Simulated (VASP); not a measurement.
# AlN (P6_3mc) in VASP: notebook

AlN is run at these levels: PBE; tasks: single point.

Program: VASP 6.6.1. These are calculated values, not measurements. Logs are shortened: lines on timing, memory, paths and dates and some standing lists are left out, and cuts for length are marked.

**Experimental background.**

From “Structural and optical properties of self-assembled AlN nanowires grown on SiO2/Si substrates by molecular beam epitaxy”, 2024, arxiv:2402.00216, for a bulk crystal of AlN at 0 K: band gap 6.0343 eV (an exciton energy, a little under the gap).

The runs below are set against these values where they give the same quantity.

**1. The cell of the first run**

It takes space group P6_3mc (No. 186, hexagonal). Conventional cell: a = 3.060 Å, b = 3.060 Å, c = 4.897 Å, α = 90.00°, β = 90.00°, γ = 120.00°. Al (site symmetry 3m) has 4 N at 1.86 Å within 2.5 Å. N (site symmetry 3m) has 4 Al at 1.86 Å within 2.5 Å.

**2. Single point, PBE**

INCAR reads:

```
SYSTEM = AlN
  ALGO = Normal
  EDIFF = 1E-7
  ENCUT = 520
  GGA = PE
  ISIF = 2
  ISMEAR = 0
  LASPH = .True.
  LCHARG = .True.
  LELF = .True.
  LREAL = .False.
  LVHAR = .True.
  LWAVE = .False.
  NBANDS = 16
  NELM = 80
  PREC = Accurate
  SIGMA = 0.01
```

KPOINTS reads:

```
k-points
0
Gamma
  12 12 4
  0 0 0
```

POSCAR reads:

```
AlN
1.0
    3.0602270932      0.0000000000      0.0000000000
   -1.5301135466      2.6502372726      0.0000000000
    0.0000000000      0.0000000000      4.8965599586
Al N
2 2
Direct
    0.3333333333      0.6666666667      0.0000000000
    0.6666666667      0.3333333333      0.5000000000
    0.3333333333      0.6666666667      0.3800000000
    0.6666666667      0.3333333333      0.8800000000
```

Potentials or basis: VASP PAW PBE potentials, release 64 (Al, N).

Launch:

```console
$ cat potpaw_PBE.64/Al/POTCAR potpaw_PBE.64/N/POTCAR > POTCAR
$ mpirun -np 1 vasp_std > vasp.out
```

OUTCAR:

```text
SYSTEM = AlN
   EDIFF = 1E-7
   ENCUT = 520
   GGA = PE
   ISIF = 2
   ISMEAR = 0
   LASPH = .True.
   LREAL = .False.
   NELM = 80
   PREC = Accurate

 ion  position               nearest neighbor table
   1  0.333  0.667  0.000-   3 1.86   4 1.86   4 1.86   4 1.86   2 3.02   2 3.02   2 3.02   2 3.02
                             2 3.02   2 3.02
   2  0.667  0.333  0.500-   4 1.86   3 1.86   3 1.86   3 1.86   1 3.02   1 3.02   1 3.02   1 3.02
                             1 3.02   1 3.02
   3  0.333  0.667  0.380-   1 1.86   2 1.86   2 1.86   2 1.86
   4  0.667  0.333  0.880-   2 1.86   1 1.86   1 1.86   1 1.86

  LATTYP: Found a hexagonal cell.
 ALAT       =     3.0602270932
 C/A-ratio  =     1.6000642467

  Lattice vectors:

 A1 = (   3.0602270932,   0.0000000000,   0.0000000000)
 A2 = (  -1.5301135466,   2.6502372726,   0.0000000000)
 A3 = (   0.0000000000,   0.0000000000,   4.8965599586)

Analysis of symmetry for initial positions (statically):
=====================================================================
 Subroutine PRICEL returns:
 Original cell was already a primitive cell.

 Routine SETGRP: Setting up the symmetry group for a
 hexagonal supercell.

 Subroutine GETGRP returns: Found 12 space group operations
 (whereof  6 operations were pure point group operations)
 out of a pool of 24 trial point group operations.

The static configuration has the point symmetry C_3v.
 The point group associated with its full space group is C_6v.

Analysis of symmetry for dynamics (positions and initial velocities):
=====================================================================
 Subroutine PRICEL returns:
 Original cell was already a primitive cell.

 Routine SETGRP: Setting up the symmetry group for a
 hexagonal supercell.

 Subroutine GETGRP returns: Found 12 space group operations
 (whereof  6 operations were pure point group operations)
 out of a pool of 24 trial point group operations.

The dynamic configuration has the point symmetry C_3v.
 The point group associated with its full space group is C_6v.

 Subroutine INISYM returns: Found 12 space group operations
 (whereof  6 operations are pure point group operations),
 and found     1 'primitive' translations

----------------------------------------------------------------------------------------

                                     Primitive cell

  volume of cell :      39.7127

  direct lattice vectors                    reciprocal lattice vectors
     3.060227093  0.000000000  0.000000000     0.326773135  0.188662353  0.000000000
    -1.530113547  2.650237273  0.000000000     0.000000000  0.377324706  0.000000000
     0.000000000  0.000000000  4.896559959     0.000000000  0.000000000  0.204225009

  length of vectors
     3.060227093  3.060229577  4.896559959     0.377325012  0.377324706  0.204225009

  position of ions in fractional coordinates (direct lattice)
     0.333333333  0.666666667  0.000000000
     0.666666667  0.333333333  0.500000000
     0.333333333  0.666666667  0.380000000
     0.666666667  0.333333333  0.880000000

  ion indices of the primitive-cell ions
   primitive index   ion index
                 1           1
                 2           2
                 3           3
                 4           4

----------------------------------------------------------------------------------------

 KPOINTS: k-points

Automatic generation of k-mesh.
 Grid dimensions read from file:
 generate k-points for:   12   12    4

 Generating k-lattice:

  Cartesian coordinates                     Fractional coordinates (reciprocal lattice)
     0.027231095  0.015721863  0.000000000     0.083333333  0.000000000  0.000000000
     0.000000000  0.031443726  0.000000000     0.000000000  0.083333333  0.000000000
     0.000000000  0.000000000  0.051056252     0.000000000  0.000000000  0.250000000

  Length of vectors
     0.031443751  0.031443726  0.051056252

  Shift w.r.t. Gamma in fractional coordinates (k-lattice)
     0.000000000  0.000000000  0.000000000

 Subroutine IBZKPT returns following result:
 ===========================================

 Found     57 irreducible k-points:

 Following reciprocal coordinates:
            Coordinates               Weight
  0.000000  0.000000  0.000000      1.000000
  0.083333  0.000000  0.000000      6.000000
  0.166667  0.000000  0.000000      6.000000
  0.250000  0.000000  0.000000      6.000000
  0.333333 -0.000000  0.000000      6.000000
  0.416667  0.000000  0.000000      6.000000
[... 16 lines left out ...]
  0.250000  0.000000  0.250000     12.000000
  0.333333 -0.000000  0.250000     12.000000
 [... further k-points ...]
   k-points           NKPTS =     57   k-points in BZ     NKDIM =     57   number of bands    NBANDS=     16
   number of dos      NEDOS =    301   number of ions     NIONS =      4
   total plane-waves  NPLWV =  20736
   dimension x,y,z NGX =    24 NGY =   24 NGZ =   36
   dimension x,y,z NGXF=    48 NGYF=   48 NGZF=   72
   ions per type =               2   2
   NGX,Y,Z   is equivalent  to a cutoff of  13.04, 13.04, 12.22 a.u.
   NGXF,Y,Z  is equivalent  to a cutoff of  26.08, 26.08, 24.45 a.u.
 SYSTEM =  AlN
   PREC   = accura    normal or accurate (medium, high low for compatibility)
   ISTART =      0    job   : 0-new  1-cont  2-samecut
   ICHARG =      2    charge: 1-file 2-atom 10-const
   ISPIN  =      1    spin polarized calculation?
   LNONCOLLINEAR =      F non collinear calculations
   LSORBIT =      F    spin-orbit coupling
   LASPH  =      T    aspherical Exc in radial PAW
   ENCUT  =  520.0 eV  38.22 Ry    6.18 a.u.   5.69  5.69  9.10*2*pi/ulx,y,z
   NELM   =     80;   NELMIN=  2; NELMDL= -5     # of ELM steps
   EDIFF  = 0.1E-06   stopping-criterion for ELM
   LREAL  =      F    real-space projection
   EDIFFG = 0.1E-05   stopping-criterion for IOM
   NSW    =      0    number of steps for IOM
   IBRION =     -1    ionic relax: 0-MD 1-quasi-New 2-CG
   NFREE  =      0    steps in history (QN), initial steepest desc. (CG)
   ISIF   =      2    stress and relaxation
   ISYM   =      2    0-nonsym 1-usesym 2-fastsym
   POTIM  = 0.5000    time-step for ionic-motion
   TEBEG  =    0.0;   TEEND  =   0.0 temperature during run
   PSTRESS=    0.0 pullay stress
   NELECT =      16.0000    total number of electrons
   NUPDOWN=      -1.0000    fix difference up-down
   EMIN   =  10.00;   EMAX   =-10.00  energy-range for DOS
   EFERMI =   0.00;   METHOD = LEGACY
   ISMEAR =     0;   SIGMA  =   0.01  broadening in eV -4-tet -1-fermi 0-gaus
   EFERMI_NEDOS =   21; number of points for ismear=-14 and -15
   IALGO  =     38    algorithm
   IMIX   =      4    mixing-type and parameters
     AMIX     =   0.40;   BMIX     =  1.00
     AMIX_MAG =   1.60;   BMIX_MAG =  1.00
  volume/ion in A,a.u.               =       9.93        67.00
  Fermi-wavevector in a.u.,A,eV,Ry     =   1.209126  2.284917 19.891532  1.461986
  Thomas-Fermi vector in A             =   2.344713
   LORBIT       =      0    0 simple, 1 ext, 2 COOP (PROOUT), +10 PAW based schemes
   GGA     = PE    functional components
   LHFCALC =     F    Hartree Fock is set to
   AEXX    =    0.0000 exact exchange contribution
   IVDW    =     0    specifies the selected vdW correction
   LEPSILON=     F    determine dielectric tensor
   LRPA    =     F    only Hartree local field effects (RPA)
 non-spin polarized calculation
 Gauss-broadening in eV      SIGMA  =   0.01
  energy-cutoff  :      520.00
  volume of cell :       39.71
 maximum number of plane-waves:      1087
 NGX is ok and might be reduce to    24
   NGX = 11   NGY = 11   NGZ = 19

 number of electron      15.9999997 magnetization

 Free energy of the ion-electron system (eV)
  ---------------------------------------------------
  ext. energy  EPLUGINS =         0.00000000
  ---------------------------------------------------
  free energy    TOTEN  =       -29.65138075 eV

  energy without entropy =      -29.65138075  energy(sigma->0) =      -29.65138075

 E-fermi :   6.7517     XC(G=0): -11.1322

 val. band max:        6.6255035049   @ k =   0.0000   0.0000   0.0000
 cond. band min:      11.3078462058   @ k =   0.0000   0.0000   0.0000
 fundamental gap:      4.6823427009
 Fermi energy:         6.7516928176

 k-point     1 :       0.0000    0.0000    0.0000
  band No.  band energies     occupation
      1      -8.8483      2.00000
      2      -6.5373      2.00000
      3       0.4188      2.00000
      4       5.7706      2.00000
      5       5.7706      2.00000
      6       6.4336      2.00000
[... 8 lines left out ...]
     15      20.2912      0.00000
     16      20.2912      0.00000

 k-point     2 :       0.0833    0.0000    0.0000
  band No.  band energies     occupation
      1      -8.7544      2.00000
      2      -6.4836      2.00000
      3       0.5283      2.00000
      4       5.3465      2.00000
      5       5.6477      2.00000
      6       6.0246      2.00000
[... 8 lines left out ...]
     15      20.3391      0.00000
     16      20.3537      0.00000

 k-point     3 :       0.1667    0.0000    0.0000
  band No.  band energies     occupation
      1      -8.4805      2.00000
      2      -6.3367      2.00000
      3       0.8513      2.00000
      4       4.3093      2.00000
      5       5.1405      2.00000
      6       5.3610      2.00000
[... 8 lines left out ...]
     15      19.5333      0.00000
     16      19.7595      0.00000

 k-point     4 :       0.2500    0.0000    0.0000
  band No.  band energies     occupation
      1      -8.0528      2.00000
      2      -6.1419      2.00000
      3       1.3688      2.00000
      4       3.0928      2.00000
      5       4.1506      2.00000
      6       5.0336      2.00000
[... 8 lines left out ...]
     15      19.3111      0.00000
     16      20.3604      0.00000

 k-point     5 :       0.3333   -0.0000    0.0000
  band No.  band energies     occupation
      1      -7.5252      2.00000
      2      -5.9803      2.00000
      3       2.0076      2.00000
      4       2.0425      2.00000
      5       3.2552      2.00000
      6       4.7501      2.00000
[... 8 lines left out ...]
     15      19.3047      0.00000
     16      21.5627      0.00000

 k-point     6 :       0.4167    0.0000    0.0000
  band No.  band energies     occupation
      1      -7.0053      2.00000
      2      -5.9449      2.00000
      3       1.2743      2.00000
      4       2.6053      2.00000
      5       2.7697      2.00000
      6       4.5618      2.00000
[... 8 lines left out ...]
     15      19.6182      0.00000
     16      22.4447      0.00000
[... 267 lines left out ...]
 k-point    21 :       0.0833    0.0000    0.2500
  band No.  band energies     occupation
      1      -8.5056      2.00000
      2      -6.9457      2.00000
      3       1.3444      2.00000
      4       5.1742      2.00000
      5       5.5035      2.00000
      6       5.7532      2.00000
[... 8 lines left out ...]
     15      19.5854      0.00000
     16      19.6307      0.00000

 k-point    22 :       0.1667    0.0000    0.2500
  band No.  band energies     occupation
      1      -8.2406      2.00000
      2      -6.7615      2.00000
      3       1.5421      2.00000
      4       4.3435      2.00000
      5       4.7438      2.00000
      6       5.4914      2.00000
[... 8 lines left out ...]
     15      19.6065      0.00000
     16      19.9232      0.00000

 k-point    23 :       0.2500    0.0000    0.2500
  band No.  band energies     occupation
      1      -7.8297      2.00000
      2      -6.5011      2.00000
      3       1.7193      2.00000
      4       3.3149      2.00000
      5       3.9190      2.00000
      6       5.1856      2.00000
[... 8 lines left out ...]
     15      19.5643      0.00000
     16      20.4438      0.00000

 k-point    24 :       0.3333   -0.0000    0.2500
  band No.  band energies     occupation
      1      -7.3304      2.00000
      2      -6.2441      2.00000
      3       1.4832      2.00000
      4       2.4908      2.00000
      5       3.5426      2.00000
      6       4.9167      2.00000
[... 8 lines left out ...]
     15      19.6074      0.00000
     16      21.3089      0.00000

 [... further k-points ...]

------------------------ aborting loop because EDIFF is reached ----------------------------------------

  FORCE on cell =-STRESS in cart. coord.  units (eV):
  Direction    XX          YY          ZZ          XY          YZ          ZX
  --------------------------------------------------------------------------------------
  -------------------------------------------------------------------------------------
  Total        3.6689131      3.6689211      3.9979215      0.0000000      0.0000000      0.0000000
  in kB      148.0193592    148.0196796    161.2929395      0.0000000      0.0000000      0.0000000
  external PRESSURE =     152.4439928 kB  Pullay stress =       0.0000000 kB

 VOLUME and BASIS-vectors are now :
 -----------------------------------------------------------------------------
  energy-cutoff  :      520.00
  volume of cell :       39.71
      direct lattice vectors                 reciprocal lattice vectors
     3.060227093  0.000000000  0.000000000     0.326773135  0.188662353  0.000000000
    -1.530113547  2.650237273  0.000000000     0.000000000  0.377324706  0.000000000
     0.000000000  0.000000000  4.896559959     0.000000000  0.000000000  0.204225009

 POSITION                                       TOTAL-FORCE (eV/Angst)
 -----------------------------------------------------------------------------------
     -0.00000      1.76682      0.00000         0.000000     -0.000000     -0.170176
      1.53011      0.88341      2.44828        -0.000000      0.000000     -0.170176
     -0.00000      1.76682      1.86069         0.000000     -0.000000      0.170176
      1.53011      0.88341      4.30897        -0.000000      0.000000      0.170176
 -----------------------------------------------------------------------------------
    total drift:                                0.000000      0.000000     -0.000099

  FREE ENERGIE OF THE ION-ELECTRON SYSTEM (eV)
  ---------------------------------------------------
  free  energy   TOTEN  =       -29.6513807501 eV

  energy  without entropy=      -29.6513807501  energy(sigma->0) =      -29.65138075
```

It took 12 s on 1 thread of Intel Xeon 6975P-C (Granite Rapids), shared host; peak memory 0.16 GiB.

What came out:

```yaml
Free_energy: -29.6514 eV
Pressure: 15.2 GPa
Largest_force: 0.170 eV/Å
Band_gap_on_the_k_mesh: 4.68 eV, direct
```

Forces on the atoms (eV/Å):
```
Al   0.000  0.000 -0.170
Al   0.000  0.000 -0.170
N    0.000  0.000  0.170
N    0.000  0.000  0.170
```

Stress tensor (GPa, compression positive):
```
14.80  0.00  0.00
 0.00 14.80  0.00
 0.00  0.00 16.13
```

A k mesh can miss the band edges. PBE gaps usually lie below the measured ones, often by a third to a half.

**3. Single point, PBE**

This run uses another cell than the first one, of 10.19 Å³/atom, 1.026 times its volume.

INCAR reads:

```
PREC = Accurate ; ENCUT = 520
EDIFF = 1E-7 ; ISMEAR = 0
SIGMA = 0.01 ; LREAL = F
LASPH = T ; NELM = 100
ALGO = Normal ; ISIF = 2
LWAVE = F ; LCHARG = F
GGA = PE ; NBANDS = 16
```

KPOINTS reads:

```
Automatic mesh
0
Gamma
  12 12 4
```

POSCAR reads:

```
AlN
1.0
    3.0868390993      0.0000000000      0.0000000000
   -1.5434195496      2.6732839709      0.0000000000
    0.0000000000      0.0000000000      4.9391408781
Al N
2 2
Direct
    0.3333333333      0.6666666667      0.0000000000
    0.6666666667      0.3333333333      0.5000000000
    0.3333333333      0.6666666667      0.3800000000
    0.6666666667      0.3333333333      0.8800000000
```

Potentials or basis: VASP PAW PBE potentials, release 64 (Al, N).

Launch:

```console
$ cat potpaw_PBE.64/Al/POTCAR potpaw_PBE.64/N/POTCAR > POTCAR
$ mpirun -np 1 vasp_std > vasp.out
```

It took 14 s on 1 thread of Intel Xeon 6975P-C (Granite Rapids), shared host; peak memory 0.16 GiB.

The run converged. Its results:

```yaml
Free_energy: -29.7305 eV
Pressure: 9.0 GPa
Largest_force: 0.149 eV/Å
Band_gap_on_the_k_mesh: 4.45 eV, direct
```

Forces in eV/Å, atoms in the order of the input:
```
Al   0.000  0.000 -0.149
Al   0.000  0.000 -0.149
N    0.000  0.000  0.149
N    0.000  0.000  0.149
```

Stress tensor (GPa, compression positive):
```
 8.49  0.00  0.00
 0.00  8.49  0.00
 0.00  0.00 10.00
```

Levels at points of the mesh, in eV from the valence-band top:
```
           k point  band 6  band 7  band 8  band 9  band 10  band 11
(0.00, 0.00, 0.00)   -0.19   -0.19    0.00    4.45     6.89    10.82
(0.50, 0.00, 0.00)   -2.09   -1.80   -0.67    5.87     5.91     8.43
(0.00, 0.00, 0.50)   -0.52   -0.52   -0.52    6.69     6.69    10.55
(0.50, 0.00, 0.50)   -1.46   -1.37   -1.37    5.41     5.41     9.45
```

A k mesh can miss the band edges. Expect the measured gap to be larger: semilocal functionals such as PBE lack the derivative discontinuity.

(Part 1 of 2 ends here.)
